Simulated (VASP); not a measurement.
# Ti (P6/mmm) in VASP: a series of runs

Runs on Ti. Level: PBE. Tasks: single point, relaxation of cell and atoms.

Everything below comes from runs of VASP 6.6.1. Logs are shortened: lines on timing, memory, paths and dates and some standing lists are left out, and cuts for length are marked.

### 1 The cell of the first run

Symmetry: P6/mmm, No. 191, hexagonal system. Conventional cell: a = 4.580 Å, b = 4.580 Å, c = 2.832 Å, α = 90.00°, β = 90.00°, γ = 120.00°. Within 3.7 Å of Ti (site symmetry 6/mmm) lie 14 Ti at 2.83 to 3.00 Å. Within 3.5 Å of Ti (site symmetry -6m2) lie 11 Ti at 2.64 to 3.00 Å.

### 2 Single point, PBE

INCAR reads:

```
PREC = Accurate
ENCUT = 520
EDIFF = 1E-7
ISMEAR = 0
SIGMA = 0.1
LREAL = False
LASPH = True
NELM = 100
ALGO = Normal
ISIF = 2
LWAVE = False
LCHARG = True
GGA = PE
LELF = True
LVHAR = True
NBANDS = 25
```

KPOINTS reads:

```
regular mesh
0
Gamma
  12 12 14
```

POSCAR reads:

```
Ti
1.0
    4.5795363026      0.0000000000      0.0000000000
   -2.2897681513      3.9659947756      0.0000000000
    0.0000000000      0.0000000000      2.8321726458
Ti
3
Direct
    0.0000000000      0.0000000000      0.0000000000
    0.3333333333      0.6666666667      0.5000000000
    0.6666666667      0.3333333333      0.5000000000
```

Potentials or basis: VASP PAW PBE potentials, release 64 (Ti_sv).

Run with:

```bash
$ cat potpaw_PBE.64/Ti_sv/POTCAR > POTCAR
$ mpirun -np 1 vasp_std > vasp.out
```

OUTCAR:

```text
PREC = Accurate
   ENCUT = 520
   EDIFF = 1E-7
   ISMEAR = 0
   LREAL = False
   LASPH = True
   NELM = 100
   ISIF = 2
   GGA = PE

 ion  position               nearest neighbor table
   1  0.000  0.000  0.000-
   2  0.333  0.667  0.500-   3 2.64   3 2.64   3 2.64
   3  0.667  0.333  0.500-   2 2.64   2 2.64   2 2.64

  LATTYP: Found a hexagonal cell.
 ALAT       =     4.5795363026
 C/A-ratio  =     0.6184409204

  Lattice vectors:

 A1 = (   4.5795363026,   0.0000000000,   0.0000000000)
 A2 = (  -2.2897681513,   3.9659947756,   0.0000000000)
 A3 = (   0.0000000000,   0.0000000000,   2.8321726458)

Analysis of symmetry for initial positions (statically):
=====================================================================
 Subroutine PRICEL returns:
 Original cell was already a primitive cell.

 Routine SETGRP: Setting up the symmetry group for a
 hexagonal supercell.

 Subroutine GETGRP returns: Found 24 space group operations
 (whereof 24 operations were pure point group operations)
 out of a pool of 24 trial point group operations.

The static configuration has the point symmetry D_6h.

Analysis of symmetry for dynamics (positions and initial velocities):
=====================================================================
 Subroutine PRICEL returns:
 Original cell was already a primitive cell.

 Routine SETGRP: Setting up the symmetry group for a
 hexagonal supercell.

 Subroutine GETGRP returns: Found 24 space group operations
 (whereof 24 operations were pure point group operations)
 out of a pool of 24 trial point group operations.

The dynamic configuration has the point symmetry D_6h.

 Subroutine INISYM returns: Found 24 space group operations
 (whereof 24 operations are pure point group operations),
 and found     1 'primitive' translations

----------------------------------------------------------------------------------------

                                     Primitive cell

  volume of cell :      51.4391

  direct lattice vectors                    reciprocal lattice vectors
     4.579536303  0.000000000  0.000000000     0.218362719  0.126071775  0.000000000
    -2.289768151  3.965994776  0.000000000     0.000000000  0.252143549  0.000000000
     0.000000000  0.000000000  2.832172646     0.000000000  0.000000000  0.353085820

  length of vectors
     4.579536303  4.579536303  2.832172646     0.252143549  0.252143549  0.353085820

  position of ions in fractional coordinates (direct lattice)
     0.000000000  0.000000000  0.000000000
     0.333333333  0.666666667  0.500000000
     0.666666667  0.333333333  0.500000000

  ion indices of the primitive-cell ions
   primitive index   ion index
                 1           1
                 2           2
                 3           3

----------------------------------------------------------------------------------------

 KPOINTS: regular mesh

Automatic generation of k-mesh.
 Grid dimensions read from file:
 generate k-points for:   12   12   14

 Generating k-lattice:

  Cartesian coordinates                     Fractional coordinates (reciprocal lattice)
     0.018196893  0.010505981  0.000000000     0.083333333  0.000000000  0.000000000
     0.000000000  0.021011962  0.000000000     0.000000000  0.083333333  0.000000000
     0.000000000  0.000000000  0.025220416     0.000000000  0.000000000  0.071428571

  Length of vectors
     0.021011962  0.021011962  0.025220416

  Shift w.r.t. Gamma in fractional coordinates (k-lattice)
     0.000000000  0.000000000  0.000000000

 Subroutine IBZKPT returns following result:
 ===========================================

 Found    152 irreducible k-points:

 Following reciprocal coordinates:
            Coordinates               Weight
  0.000000  0.000000  0.000000      1.000000
  0.083333  0.000000  0.000000      6.000000
  0.166667  0.000000  0.000000      6.000000
  0.250000  0.000000  0.000000      6.000000
  0.333333  0.000000  0.000000      6.000000
  0.416667  0.000000  0.000000      6.000000
[... 16 lines left out ...]
  0.250000  0.000000  0.071429     12.000000
  0.333333  0.000000  0.071429     12.000000
 [... further k-points ...]
   k-points           NKPTS =    152   k-points in BZ     NKDIM =    152   number of bands    NBANDS=     25
   number of dos      NEDOS =    301   number of ions     NIONS =      3
   total plane-waves  NPLWV =  31104
   dimension x,y,z NGX =    36 NGY =   36 NGZ =   24
   dimension x,y,z NGXF=    72 NGYF=   72 NGZF=   48
   ions per type =               3
   NGX,Y,Z   is equivalent  to a cutoff of  13.07, 13.07, 14.09 a.u.
   NGXF,Y,Z  is equivalent  to a cutoff of  26.14, 26.14, 28.18 a.u.
 SYSTEM =  unknown system
   PREC   = accura    normal or accurate (medium, high low for compatibility)
   ISTART =      0    job   : 0-new  1-cont  2-samecut
   ICHARG =      2    charge: 1-file 2-atom 10-const
   ISPIN  =      1    spin polarized calculation?
   LNONCOLLINEAR =      F non collinear calculations
   LSORBIT =      F    spin-orbit coupling
   LASPH  =      T    aspherical Exc in radial PAW
   ENCUT  =  520.0 eV  38.22 Ry    6.18 a.u.   8.51  8.51  5.27*2*pi/ulx,y,z
   NELM   =    100;   NELMIN=  2; NELMDL= -5     # of ELM steps
   EDIFF  = 0.1E-06   stopping-criterion for ELM
   LREAL  =      F    real-space projection
   EDIFFG = 0.1E-05   stopping-criterion for IOM
   NSW    =      0    number of steps for IOM
   IBRION =     -1    ionic relax: 0-MD 1-quasi-New 2-CG
   NFREE  =      0    steps in history (QN), initial steepest desc. (CG)
   ISIF   =      2    stress and relaxation
   ISYM   =      2    0-nonsym 1-usesym 2-fastsym
   POTIM  = 0.5000    time-step for ionic-motion
   TEBEG  =    0.0;   TEEND  =   0.0 temperature during run
   PSTRESS=    0.0 pullay stress
   NELECT =      36.0000    total number of electrons
   NUPDOWN=      -1.0000    fix difference up-down
   EMIN   =  10.00;   EMAX   =-10.00  energy-range for DOS
   EFERMI =   0.00;   METHOD = LEGACY
   ISMEAR =     0;   SIGMA  =   0.10  broadening in eV -4-tet -1-fermi 0-gaus
   EFERMI_NEDOS =   21; number of points for ismear=-14 and -15
   IALGO  =     38    algorithm
   IMIX   =      4    mixing-type and parameters
     AMIX     =   0.40;   BMIX     =  1.00
     AMIX_MAG =   1.60;   BMIX_MAG =  1.00
  volume/ion in A,a.u.               =      17.15       115.71
  Fermi-wavevector in a.u.,A,eV,Ry     =   1.453487  2.746693 28.744008  2.112625
  Thomas-Fermi vector in A             =   2.570748
   LORBIT       =      0    0 simple, 1 ext, 2 COOP (PROOUT), +10 PAW based schemes
   GGA     = PE    functional components
   LHFCALC =     F    Hartree Fock is set to
   AEXX    =    0.0000 exact exchange contribution
   IVDW    =     0    specifies the selected vdW correction
   LEPSILON=     F    determine dielectric tensor
   LRPA    =     F    only Hartree local field effects (RPA)
 non-spin polarized calculation
 Gauss-broadening in eV      SIGMA  =   0.10
  energy-cutoff  :      520.00
  volume of cell :       51.44
 maximum number of plane-waves:      1420
 NGX is ok and might be reduce to    36
   NGX = 17   NGY = 17   NGZ = 11

 number of electron      35.9999985 magnetization

 Free energy of the ion-electron system (eV)
  ---------------------------------------------------
  ext. energy  EPLUGINS =         0.00000000
  ---------------------------------------------------
  free energy    TOTEN  =       -23.52900890 eV

  energy without entropy =      -23.51546852  energy(sigma->0) =      -23.52223871

 E-fermi :   8.3567     XC(G=0): -11.5584

 val. band max:        8.3559097394   @ k =   0.2500   0.1667   0.0000
 cond. band min:       8.3652840221   @ k =   0.2500   0.2500   0.0000
 fundamental gap:      0.0093742828
 Fermi energy:         8.3567362258

 k-point     1 :       0.0000    0.0000    0.0000
  band No.  band energies     occupation
      1     -48.5377      2.00000
      2     -48.2724      2.00000
      3     -48.1097      2.00000
      4     -24.8503      2.00000
      5     -24.8503      2.00000
      6     -24.7341      2.00000
[... 17 lines left out ...]
     24      10.1649      0.00000
     25      10.2680      0.00000

 k-point     2 :       0.0833    0.0000    0.0000
  band No.  band energies     occupation
      1     -48.5368      2.00000
      2     -48.2707      2.00000
      3     -48.1124      2.00000
      4     -24.8713      2.00000
      5     -24.8668      2.00000
      6     -24.7128      2.00000
[... 17 lines left out ...]
     24      10.0065      0.00000
     25      10.4716      0.00000

 k-point     3 :       0.1667    0.0000    0.0000
  band No.  band energies     occupation
      1     -48.5344      2.00000
      2     -48.2655      2.00000
      3     -48.1202      2.00000
      4     -24.9109      2.00000
      5     -24.8869      2.00000
      6     -24.6723      2.00000
[... 17 lines left out ...]
     24       9.8844      0.00000
     25      10.7698      0.00000

 k-point     4 :       0.2500    0.0000    0.0000
  band No.  band energies     occupation
      1     -48.5312      2.00000
      2     -48.2569      2.00000
      3     -48.1324      2.00000
      4     -24.9495      2.00000
      5     -24.8889      2.00000
      6     -24.6326      2.00000
[... 17 lines left out ...]
     24      10.1280      0.00000
     25      10.9617      0.00000

 k-point     5 :       0.3333    0.0000    0.0000
  band No.  band energies     occupation
      1     -48.5281      2.00000
      2     -48.2456      2.00000
      3     -48.1472      2.00000
      4     -24.9802      2.00000
      5     -24.8704      2.00000
      6     -24.6008      2.00000
[... 17 lines left out ...]
     24      10.4377      0.00000
     25      11.0088      0.00000

 k-point     6 :       0.4167    0.0000    0.0000
  band No.  band energies     occupation
      1     -48.5259      2.00000
      2     -48.2339      2.00000
      3     -48.1613      2.00000
      4     -24.9998      2.00000
      5     -24.8404      2.00000
      6     -24.5939      2.00000
[... 17 lines left out ...]
     24      10.6529      0.00000
     25      10.7755      0.00000
[... 393 lines left out ...]
 k-point    21 :       0.0833    0.0000    0.0714
  band No.  band energies     occupation
      1     -48.5336      2.00000
      2     -48.2685      2.00000
      3     -48.1098      2.00000
      4     -24.8660      2.00000
      5     -24.8619      2.00000
      6     -24.7105      2.00000
[... 17 lines left out ...]
     24      10.0111      0.00000
     25      10.5282      0.00000

 k-point    22 :       0.1667    0.0000    0.0714
  band No.  band energies     occupation
      1     -48.5312      2.00000
      2     -48.2633      2.00000
      3     -48.1177      2.00000
      4     -24.9048      2.00000
      5     -24.8819      2.00000
      6     -24.6713      2.00000
[... 17 lines left out ...]
     24       9.9215      0.00000
     25      10.8026      0.00000

 k-point    23 :       0.2500    0.0000    0.0714
  band No.  band energies     occupation
      1     -48.5282      2.00000
      2     -48.2545      2.00000
      3     -48.1298      2.00000
      4     -24.9426      2.00000
      5     -24.8845      2.00000
      6     -24.6330      2.00000
[... 17 lines left out ...]
     24      10.1111      0.00000
     25      11.0535      0.00000

 k-point    24 :       0.3333    0.0000    0.0714
  band No.  band energies     occupation
      1     -48.5252      2.00000
      2     -48.2430      2.00000
      3     -48.1446      2.00000
      4     -24.9727      2.00000
      5     -24.8672      2.00000
      6     -24.6024      2.00000
[... 17 lines left out ...]
     24      10.4171      0.00000
     25      10.9838      0.00000

 [... further k-points ...]

------------------------ aborting loop because EDIFF is reached ----------------------------------------

  FORCE on cell =-STRESS in cart. coord.  units (eV):
  Direction    XX          YY          ZZ          XY          YZ          ZX
  --------------------------------------------------------------------------------------
  -------------------------------------------------------------------------------------
  Total       -0.0754119     -0.0754119     -0.0877355      0.0000000      0.0000000      0.0000000
  in kB       -2.3488594     -2.3488594     -2.7327042      0.0000000      0.0000000      0.0000000
  external PRESSURE =      -2.4768077 kB  Pullay stress =       0.0000000 kB

 VOLUME and BASIS-vectors are now :
 -----------------------------------------------------------------------------
  energy-cutoff  :      520.00
  volume of cell :       51.44
      direct lattice vectors                 reciprocal lattice vectors
     4.579536303  0.000000000  0.000000000     0.218362719  0.126071775  0.000000000
    -2.289768151  3.965994776  0.000000000     0.000000000  0.252143549  0.000000000
     0.000000000  0.000000000  2.832172646     0.000000000  0.000000000  0.353085820

 POSITION                                       TOTAL-FORCE (eV/Angst)
 -----------------------------------------------------------------------------------
      0.00000      0.00000      0.00000         0.000000      0.000000      0.000000
     -0.00000      2.64400      1.41609        -0.000000      0.000000     -0.000000
      2.28977      1.32200      1.41609         0.000000     -0.000000      0.000000
 -----------------------------------------------------------------------------------
    total drift:                                0.000000      0.000000     -0.000000

  FREE ENERGIE OF THE ION-ELECTRON SYSTEM (eV)
  ---------------------------------------------------
  free  energy   TOTEN  =       -23.5290088977 eV

  energy  without entropy=      -23.5154685173  energy(sigma->0) =      -23.52223871
```

Run time: 1.8 min. Hardware: 1 thread of Intel Xeon Platinum 8488C (Sapphire Rapids), shared host; peak memory 0.28 GiB.

Results:

```
Free energy            : -23.5290 eV
Pressure               : -0.2 GPa
Band gap on the k mesh : zero (band 18 reaches 8.55 eV, above the bottom of band 19 at 8.29 eV)
```

### 3 Relaxation of cell and atoms, PBE

This run uses another cell than the first one, of 17.02 Å³/atom, 0.993 times its volume.

INCAR reads:

```
PREC     = Accurate       # precision mode
ENCUT    = 600            # plane-wave cutoff, eV
EDIFF    = 1E-6           # SCF threshold, eV
ISMEAR   = 0              # smearing method
SIGMA    = 0.1            # smearing width, eV
LREAL    = F              # projectors in reciprocal space
LASPH    = T              # aspherical terms in the spheres
NELM     = 100            # most SCF steps
ALGO     = Normal         # electronic algorithm
ISIF     = 3              # what is computed and relaxed
LWAVE    = F              # write WAVECAR
LCHARG   = F              # write CHGCAR
GGA      = PE             # functional
IBRION   = 2              # ionic algorithm
NSW      = 100            # ionic steps
EDIFFG   = -0.005         # ionic threshold
```

KPOINTS is that of step 2.

POSCAR reads:

```
Ti
1.0
    4.5673748306      0.0000000000      0.0000000000
   -2.2836874153      3.9554626319      0.0000000000
    0.0000000000      0.0000000000      2.8262442700
Ti
3
Direct
    0.0000000000      0.0000000000      0.0000000000
    0.3333333300      0.6666666700      0.5000000000
    0.6666666700      0.3333333300      0.5000000000
```

Potentials or basis: VASP PAW PBE potentials, release 64 (Ti_sv).

Run with:

```bash
$ cat potpaw_PBE.64/Ti_sv/POTCAR > POTCAR
$ mpirun -np 1 vasp_std > vasp.out
```

It took 4.1 min on 1 thread of Intel Xeon Platinum 8488C (Sapphire Rapids), shared host; peak memory 0.3 GiB.

Results (log left out):

| Item | Value |
| --- | --- |
| Free energy | -23.5284 eV |
| Relaxed volume | 17.10 Å³/atom |
| Relaxed cell | a = 4.576 Å, b = 4.576 Å, c = 2.830 Å, α = 90.00°, β = 90.00°, γ = 120.00° |
| Space group after relaxing (to 0.05 Å) | P6/mmm (No. 191) |
| Energy gained by relaxing | 0.2 meV/atom |
| Ionic steps | 4 |
| Pressure after relaxing | 0.0 GPa |
| Band gap on the k mesh | zero (band 18 reaches 8.58 eV, above the bottom of band 19 at 8.32 eV) |

The path:
```
step  energy change (eV)  largest force (eV/Å)  pressure (GPa)  volume (Å³)
   1              0.0000                0.0000            0.65        51.06
   2             -0.0001                0.0000           -0.49        51.57
   3             -0.0005                0.0000            0.00        51.31
   4             -0.0005                0.0000            0.03        51.31
```

Final structure:
```cif
data_structure
_symmetry_space_group_name_H-M 'P 1'
_symmetry_Int_Tables_number 1
_cell_length_a 4.5758
_cell_length_b 4.5758
_cell_length_c 2.8297
_cell_angle_alpha 90.000
_cell_angle_beta 90.000
_cell_angle_gamma 120.000
_cell_volume 51.31
loop_
_atom_site_label
_atom_site_type_symbol
_atom_site_fract_x
_atom_site_fract_y
_atom_site_fract_z
_atom_site_occupancy
Ti1 Ti 0.00000 0.00000 0.00000 1
Ti2 Ti 0.33333 0.66667 0.50000 1
Ti3 Ti 0.66667 0.33333 0.50000 1
```

Levels at points of the mesh, in eV from the Fermi level:
| k point | band 15 | band 16 | band 17 | band 18 | band 19 | band 20 | band 21 | band 22 |
| --- | --- | --- | --- | --- | --- | --- | --- | --- |
| (0.00, 0.00, 0.00) | -0.71 | -0.71 | -0.61 | -0.61 | -0.03 | 0.68 | 1.29 | 1.29 |
| (0.50, 0.00, 0.00) | -2.62 | -0.40 | -0.39 | -0.35 | 0.06 | 0.54 | 1.04 | 1.11 |
| (0.00, 0.00, 0.50) | -2.07 | -1.73 | -1.62 | -1.62 | 1.06 | 1.06 | 1.25 | 1.25 |
| (0.50, 0.00, 0.50) | -1.68 | -1.16 | -0.68 | -0.63 | 0.36 | 0.81 | 0.93 | 1.05 |
